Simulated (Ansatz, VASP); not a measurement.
One calculation of Cr, two programs

INCAR

```
SYSTEM = Cr
PREC = Accurate
ENCUT = 520
EDIFF = 1E-6
ISMEAR = -1
SIGMA = 0.05
LREAL = .FALSE.
LASPH = .TRUE.
NELM = 150
ALGO = Normal
ISIF = 2
LWAVE = .FALSE.
LCHARG = .FALSE.
ISPIN = 2
MAGMOM = 2.902 -2.902
LORBIT = 11
LMAXMIX = 4
GGA = RE
NBANDS = 23
```

File KPOINTS:

```
regular mesh
0
G
  11 11 11
  0 0 0
```

Contents of POSCAR:

```
Cr
1.0
    0.0000000000      2.8829147631      2.8829147631
    2.8829147631      0.0000000000      2.8829147631
    2.8829147631      2.8829147631      0.0000000000
Cr
2
Direct
    0.1250000000      0.1250000000      0.1250000000
    0.8750000000      0.8750000000      0.8750000000
```

Input for Ansatz:

```yaml
crystal:
  lattice:
    - [0.0, 2.8829147631, 2.8829147631]
    - [2.8829147631, 0.0, 2.8829147631]
    - [2.8829147631, 2.8829147631, 0.0]
  atoms:
    - { symbol: Cr, position: [0.125, 0.125, 0.125], spin: 2.902 }
    - { symbol: Cr, position: [0.875, 0.875, 0.875], spin: -2.902 }
hamiltonian:
  xc: revpbe
  pseudopotentials:
    kind: paw
    azcp:
      Cr: "pseudopotentials/Cr.paw.azcp"
basis:
  ecutwfc: 420
  fft_grid_basis: typed
kpoints:
  mp_grid: { grid: [11, 11, 11], shift: [0, 0, 0] }
magnetization:
  spin_polarized: true
scf:
  occupations: { method: fermi_dirac, width: 0.05 }
  lower_state_search: "off"
output:
  stress: true
```

Alike in both runs: task single point; functional revPBE; k mesh 11 × 11 × 11; occupations fermi-dirac, width 0.05 eV; collinear spin.

|  | VASP | Ansatz |
| --- | --- | --- |
| version | VASP 6.6.1 | Ansatz 0.2.0 |
| potentials or method | VASP PAW PBE potentials, release 64 (Cr_pv), cutoff 520 eV | plane waves (420 eV) with PAW, scalar-relativistic |
| valence electrons in the cell | 24 | 28 |

```csv
,VASP,Ansatz,Ansatz less VASP
pressure (GPa),-2.2,-2.3,-0.12
net moment per atom (μB),0.00,0.00,0.000
size of the moment on the site where the two differ most (μB),3.39,3.19,-0.200
```

VASP's potentials were made for PBE, not for revPBE. Site moments also hang on the region over which each program counts them. The functional is the same, so the differences come from potentials, cutoffs and numerics. VASP's potentials hold 24 valence electrons a cell and Ansatz's 28, so a difference there can come from the potentials and not from the codes.
